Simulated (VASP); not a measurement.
# BaZrO3 (Pm-3m) in VASP: a series of runs

Runs on BaZrO3. Level: PBE. Tasks: single point.

Everything below comes from runs of VASP 6.6.1. Logs are shortened: lines on timing, memory, paths and dates and some standing lists are left out, and cuts for length are marked.

### Step 1. The cell of the first run

The structure is cubic, space group Pm-3m (No. 221). Conventional cell: a = 4.156 Å, b = 4.156 Å, c = 4.156 Å, α = 90.00°, β = 90.00°, γ = 90.00°. Ba (site symmetry m-3m) has 12 O at 2.94 Å and 8 Zr at 3.60 Å within 3.9 Å. Zr (site symmetry m-3m) has 6 O at 2.08 Å within 2.8 Å. O (site symmetry 4/mmm) has 2 Zr at 2.08 Å within 2.8 Å.

### Step 2. Single point, PBE

The input, INCAR:

```
SYSTEM = BaZrO3
PREC = Accurate
ENCUT = 520
EDIFF = 1E-6
ISMEAR = 0
SIGMA = 0.01
LREAL = .False.
LASPH = .True.
NELM = 60
ALGO = Normal
ISIF = 2
LWAVE = .False.
LCHARG = .True.
GGA = PE
LELF = .True.
LVHAR = .True.
NBANDS = 28
```

The input, KPOINTS:

```
regular mesh
0
Gamma
  5 5 5
  0 0 0
```

The input, POSCAR:

```
BaZrO3
1.0
    4.1561169902      0.0000000000      0.0000000000
    0.0000000000      4.1561169902      0.0000000000
    0.0000000000      0.0000000000      4.1561169902
Ba Zr O
1 1 3
Direct
    0.0000000000      0.0000000000      0.0000000000
    0.5000000000      0.5000000000      0.5000000000
    0.0000000000      0.5000000000      0.5000000000
    0.5000000000      0.0000000000      0.5000000000
    0.5000000000      0.5000000000      0.0000000000
```

Potentials or basis: VASP PAW PBE potentials, release 64 (Ba_sv, Zr_sv, O).

Command:

```sh
cat potpaw_PBE.64/Ba_sv/POTCAR potpaw_PBE.64/Zr_sv/POTCAR potpaw_PBE.64/O/POTCAR > POTCAR
mpirun -np 1 vasp_std > vasp.out
```

OUTCAR:

```text
SYSTEM = BaZrO3
   PREC = Accurate
   ENCUT = 520
   EDIFF = 1E-6
   ISMEAR = 0
   LREAL = .False.
   LASPH = .True.
   NELM = 60
   ISIF = 2
   GGA = PE

 ion  position               nearest neighbor table
   1  0.000  0.000  0.000-   3 2.94   4 2.94   5 2.94   3 2.94   4 2.94   3 2.94   5 2.94   3 2.94
                             4 2.94   5 2.94   4 2.94   5 2.94   2 3.60   2 3.60   2 3.60   2 3.60
   2  0.500  0.500  0.500-   3 2.08   4 2.08   5 2.08   5 2.08   4 2.08   3 2.08   1 3.60   1 3.60
                             1 3.60   1 3.60   1 3.60   1 3.60   1 3.60   1 3.60
   3  0.000  0.500  0.500-   2 2.08   2 2.08   1 2.94   1 2.94   1 2.94   1 2.94
   4  0.500  0.000  0.500-   2 2.08   2 2.08   1 2.94   1 2.94   1 2.94   1 2.94
   5  0.500  0.500  0.000-   2 2.08   2 2.08   1 2.94   1 2.94   1 2.94   1 2.94

  LATTYP: Found a simple cubic cell.
 ALAT       =     4.1561169902

  Lattice vectors:

 A1 = (   4.1561169902,   0.0000000000,   0.0000000000)
 A2 = (   0.0000000000,   4.1561169902,   0.0000000000)
 A3 = (   0.0000000000,   0.0000000000,   4.1561169902)

Analysis of symmetry for initial positions (statically):
=====================================================================
 Subroutine PRICEL returns:
 Original cell was already a primitive cell.

 Routine SETGRP: Setting up the symmetry group for a
 simple cubic supercell.

 Subroutine GETGRP returns: Found 48 space group operations
 (whereof 48 operations were pure point group operations)
 out of a pool of 48 trial point group operations.

The static configuration has the point symmetry O_h .

Analysis of symmetry for dynamics (positions and initial velocities):
=====================================================================
 Subroutine PRICEL returns:
 Original cell was already a primitive cell.

 Routine SETGRP: Setting up the symmetry group for a
 simple cubic supercell.

 Subroutine GETGRP returns: Found 48 space group operations
 (whereof 48 operations were pure point group operations)
 out of a pool of 48 trial point group operations.

The dynamic configuration has the point symmetry O_h .

 Subroutine INISYM returns: Found 48 space group operations
 (whereof 48 operations are pure point group operations),
 and found     1 'primitive' translations

----------------------------------------------------------------------------------------

                                     Primitive cell

  volume of cell :      71.7899

  direct lattice vectors                    reciprocal lattice vectors
     4.156116990  0.000000000  0.000000000     0.240609204  0.000000000  0.000000000
     0.000000000  4.156116990  0.000000000     0.000000000  0.240609204  0.000000000
     0.000000000  0.000000000  4.156116990     0.000000000  0.000000000  0.240609204

  length of vectors
     4.156116990  4.156116990  4.156116990     0.240609204  0.240609204  0.240609204

  position of ions in fractional coordinates (direct lattice)
     0.000000000  0.000000000  0.000000000
     0.500000000  0.500000000  0.500000000
     0.000000000  0.500000000  0.500000000
     0.500000000  0.000000000  0.500000000
     0.500000000  0.500000000  0.000000000

  ion indices of the primitive-cell ions
   primitive index   ion index
                 1           1
                 2           2
                 3           3
                 4           4
                 5           5

----------------------------------------------------------------------------------------

 KPOINTS: regular mesh

Automatic generation of k-mesh.
 Grid dimensions read from file:
 generate k-points for:    5    5    5

 Generating k-lattice:

  Cartesian coordinates                     Fractional coordinates (reciprocal lattice)
     0.048121841  0.000000000  0.000000000     0.200000000  0.000000000  0.000000000
     0.000000000  0.048121841  0.000000000     0.000000000  0.200000000  0.000000000
     0.000000000  0.000000000  0.048121841     0.000000000  0.000000000  0.200000000

  Length of vectors
     0.048121841  0.048121841  0.048121841

  Shift w.r.t. Gamma in fractional coordinates (k-lattice)
     0.000000000  0.000000000  0.000000000

 Subroutine IBZKPT returns following result:
 ===========================================

 Found     10 irreducible k-points:

 Following reciprocal coordinates:
            Coordinates               Weight
  0.000000  0.000000  0.000000      1.000000
  0.200000  0.000000  0.000000      6.000000
  0.400000  0.000000  0.000000      6.000000
  0.200000  0.200000  0.000000     12.000000
  0.400000  0.200000  0.000000     24.000000
  0.400000  0.400000  0.000000     12.000000
  0.200000  0.200000  0.200000      8.000000
  0.400000  0.200000  0.200000     24.000000
  0.400000  0.400000  0.200000     24.000000
  0.400000  0.400000  0.400000      8.000000
   k-points           NKPTS =     10   k-points in BZ     NKDIM =     10   number of bands    NBANDS=     28
   number of dos      NEDOS =    301   number of ions     NIONS =      5
   total plane-waves  NPLWV =  32768
   dimension x,y,z NGX =    32 NGY =   32 NGZ =   32
   dimension x,y,z NGXF=    64 NGYF=   64 NGZF=   64
   ions per type =               1   1   3
   NGX,Y,Z   is equivalent  to a cutoff of  12.80, 12.80, 12.80 a.u.
   NGXF,Y,Z  is equivalent  to a cutoff of  25.60, 25.60, 25.60 a.u.
 SYSTEM =  BaZrO3
   PREC   = accura    normal or accurate (medium, high low for compatibility)
   ISTART =      0    job   : 0-new  1-cont  2-samecut
   ICHARG =      2    charge: 1-file 2-atom 10-const
   ISPIN  =      1    spin polarized calculation?
   LNONCOLLINEAR =      F non collinear calculations
   LSORBIT =      F    spin-orbit coupling
   LASPH  =      T    aspherical Exc in radial PAW
   ENCUT  =  520.0 eV  38.22 Ry    6.18 a.u.   7.73  7.73  7.73*2*pi/ulx,y,z
   NELM   =     60;   NELMIN=  2; NELMDL= -5     # of ELM steps
   EDIFF  = 0.1E-05   stopping-criterion for ELM
   LREAL  =      F    real-space projection
   EDIFFG = 0.1E-04   stopping-criterion for IOM
   NSW    =      0    number of steps for IOM
   IBRION =     -1    ionic relax: 0-MD 1-quasi-New 2-CG
   NFREE  =      0    steps in history (QN), initial steepest desc. (CG)
   ISIF   =      2    stress and relaxation
   ISYM   =      2    0-nonsym 1-usesym 2-fastsym
   POTIM  = 0.5000    time-step for ionic-motion
   TEBEG  =    0.0;   TEEND  =   0.0 temperature during run
   PSTRESS=    0.0 pullay stress
   NELECT =      40.0000    total number of electrons
   NUPDOWN=      -1.0000    fix difference up-down
   EMIN   =  10.00;   EMAX   =-10.00  energy-range for DOS
   EFERMI =   0.00;   METHOD = LEGACY
   ISMEAR =     0;   SIGMA  =   0.01  broadening in eV -4-tet -1-fermi 0-gaus
   EFERMI_NEDOS =   21; number of points for ismear=-14 and -15
   IALGO  =     38    algorithm
   IMIX   =      4    mixing-type and parameters
     AMIX     =   0.40;   BMIX     =  1.00
     AMIX_MAG =   1.60;   BMIX_MAG =  1.00
  volume/ion in A,a.u.               =      14.36        96.89
  Fermi-wavevector in a.u.,A,eV,Ry     =   1.347122  2.545692 24.691021  1.814739
  Thomas-Fermi vector in A             =   2.474899
   LORBIT       =      0    0 simple, 1 ext, 2 COOP (PROOUT), +10 PAW based schemes
   GGA     = PE    functional components
   LHFCALC =     F    Hartree Fock is set to
   AEXX    =    0.0000 exact exchange contribution
   IVDW    =     0    specifies the selected vdW correction
   LEPSILON=     F    determine dielectric tensor
   LRPA    =     F    only Hartree local field effects (RPA)
 non-spin polarized calculation
 Gauss-broadening in eV      SIGMA  =   0.01
  energy-cutoff  :      520.00
  volume of cell :       71.79
 maximum number of plane-waves:      1947
 NGX is ok and might be reduce to    32
   NGX = 15   NGY = 15   NGZ = 15

 number of electron      40.0000013 magnetization

 Free energy of the ion-electron system (eV)
  ---------------------------------------------------
  ext. energy  EPLUGINS =         0.00000000
  ---------------------------------------------------
  free energy    TOTEN  =       -41.59833885 eV

  energy without entropy =      -41.59833885  energy(sigma->0) =      -41.59833885

 E-fermi :   4.0280     XC(G=0): -10.8999

 val. band max:        3.8642856440   @ k =   0.4000   0.4000   0.4000
 cond. band min:       7.2154081467   @ k =   0.0000   0.0000   0.0000
 fundamental gap:      3.3511225027
 Fermi energy:         4.0279617668

 k-point     1 :       0.0000    0.0000    0.0000
  band No.  band energies     occupation
      1     -42.8895      2.00000
      2     -21.2673      2.00000
      3     -21.0865      2.00000
      4     -21.0865      2.00000
      5     -21.0865      2.00000
      6     -12.4415      2.00000
[... 20 lines left out ...]
     27      11.6914      0.00000
     28      11.6914      0.00000

 k-point     2 :       0.2000    0.0000    0.0000
  band No.  band energies     occupation
      1     -42.8882      2.00000
      2     -21.3715      2.00000
      3     -21.0838      2.00000
      4     -21.0838      2.00000
      5     -21.0579      2.00000
      6     -12.4769      2.00000
[... 20 lines left out ...]
     27      11.6935      0.00000
     28      12.1900      0.00000

 k-point     3 :       0.4000    0.0000    0.0000
  band No.  band energies     occupation
      1     -42.8860      2.00000
      2     -21.5236      2.00000
      3     -21.0793      2.00000
      4     -21.0793      2.00000
      5     -21.0190      2.00000
      6     -12.6206      2.00000
[... 20 lines left out ...]
     27      11.6857      0.00000
     28      12.7009      0.00000

 k-point     4 :       0.2000    0.2000    0.0000
  band No.  band energies     occupation
      1     -42.8868      2.00000
      2     -21.3814      2.00000
      3     -21.1853      2.00000
      4     -21.0811      2.00000
      5     -21.0248      2.00000
      6     -12.4057      2.00000
[... 144 lines left out ...]
     27      11.9884      0.00000
     28      12.6232      0.00000

 k-point     9 :       0.4000    0.4000    0.2000
  band No.  band energies     occupation
      1     -42.8811      2.00000
      2     -21.3688      2.00000
      3     -21.3335      2.00000
      4     -21.1765      2.00000
      5     -21.1160      2.00000
      6     -11.9586      2.00000
[... 20 lines left out ...]
     27      12.0906      0.00000
     28      13.0812      0.00000

 k-point    10 :       0.4000    0.4000    0.4000
  band No.  band energies     occupation
      1     -42.8790      2.00000
      2     -21.3368      2.00000
      3     -21.3273      2.00000
      4     -21.3273      2.00000
      5     -21.1238      2.00000
      6     -11.3413      2.00000
[... 20 lines left out ...]
     27      12.9110      0.00000
     28      12.9110      0.00000

------------------------ aborting loop because EDIFF is reached ----------------------------------------

  FORCE on cell =-STRESS in cart. coord.  units (eV):
  Direction    XX          YY          ZZ          XY          YZ          ZX
  --------------------------------------------------------------------------------------
  -------------------------------------------------------------------------------------
  Total        4.3412795      4.3412795      4.3412795      0.0000000      0.0000000      0.0000000
  in kB       96.8868945     96.8868945     96.8868945      0.0000000      0.0000000      0.0000000
  external PRESSURE =      96.8868945 kB  Pullay stress =       0.0000000 kB

 VOLUME and BASIS-vectors are now :
 -----------------------------------------------------------------------------
  energy-cutoff  :      520.00
  volume of cell :       71.79
      direct lattice vectors                 reciprocal lattice vectors
     4.156116990  0.000000000  0.000000000     0.240609204  0.000000000  0.000000000
     0.000000000  4.156116990  0.000000000     0.000000000  0.240609204  0.000000000
     0.000000000  0.000000000  4.156116990     0.000000000  0.000000000  0.240609204

 POSITION                                       TOTAL-FORCE (eV/Angst)
 -----------------------------------------------------------------------------------
      0.00000      0.00000      0.00000         0.000000      0.000000      0.000000
      2.07806      2.07806      2.07806         0.000000      0.000000      0.000000
      0.00000      2.07806      2.07806         0.000000      0.000000      0.000000
      2.07806      0.00000      2.07806         0.000000      0.000000      0.000000
      2.07806      2.07806      0.00000         0.000000      0.000000      0.000000
 -----------------------------------------------------------------------------------
    total drift:                                0.000000     -0.000000     -0.000000

  FREE ENERGIE OF THE ION-ELECTRON SYSTEM (eV)
  ---------------------------------------------------
  free  energy   TOTEN  =       -41.5983388532 eV

  energy  without entropy=      -41.5983388532  energy(sigma->0) =      -41.59833885
```

It took 21 s on 1 thread of AMD EPYC 7R43 (Zen 3), shared host; peak memory 0.15 GiB.

Results:

```
Free energy            : -41.5983 eV
Pressure               : 9.7 GPa
Band gap on the k mesh : 3.35 eV, indirect (least direct gap 3.44 eV)
```

Levels at points of the mesh, in eV from the valence-band top:
```csv
k point,band 16,band 17,band 18,band 19,band 20,band 21,band 22,band 23,band 24,band 25
"(0.00, 0.00, 0.00)",-0.91,-0.91,-0.09,-0.09,-0.09,3.35,3.35,3.35,4.79,4.79
```

Caveat: spin-orbit coupling is left out, which moves the levels of the heavy elements. A k mesh can miss the band edges.

(Continued in part 2 of 2.)
